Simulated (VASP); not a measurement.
A run of VASP 6.6.1 is set up as follows.

File INCAR:

```
PREC = Accurate
ENCUT = 520
EDIFF = 1E-8
ISMEAR = 0
SIGMA = 0.01
LREAL = False
LASPH = True
NELM = 60
ALGO = Normal
ISIF = 2
LWAVE = False
LCHARG = True
GGA = PE
NBANDS = 11
IBRION = 8
NSW = 1
LEPSILON = True
```

Contents of KPOINTS:

```
regular mesh
0
Gamma
  10 10 10
```

Contents of POSCAR:

```
NaH
1.0
    2.9688000000      0.0000000000      0.0000000000
    0.0000000000      2.9688000000      0.0000000000
    0.0000000000      0.0000000000      2.9688000000
Na H
1 1
Direct
    0.0000000000      0.0000000000      0.0000000000
    0.5000000000      0.5000000000      0.5000000000
```

Potentials or basis: VASP PAW PBE potentials, release 64 (Na_pv, H).

The run is started by

```sh
$ cat potpaw_PBE.64/Na_pv/POTCAR potpaw_PBE.64/H/POTCAR > POTCAR
$ mpirun -np 1 vasp_std > vasp.out
```

(1) Predict the electronic dielectric tensor (diagonal).

(2) Predict the Born charges (mean of the diagonal).

(3) Estimate the highest phonon frequency at Γ, LO-TO splitting left out.

## Answers

(1) 3.36.

(2) Na +1.02; H -1.02 e.

(3) 327 cm⁻¹.
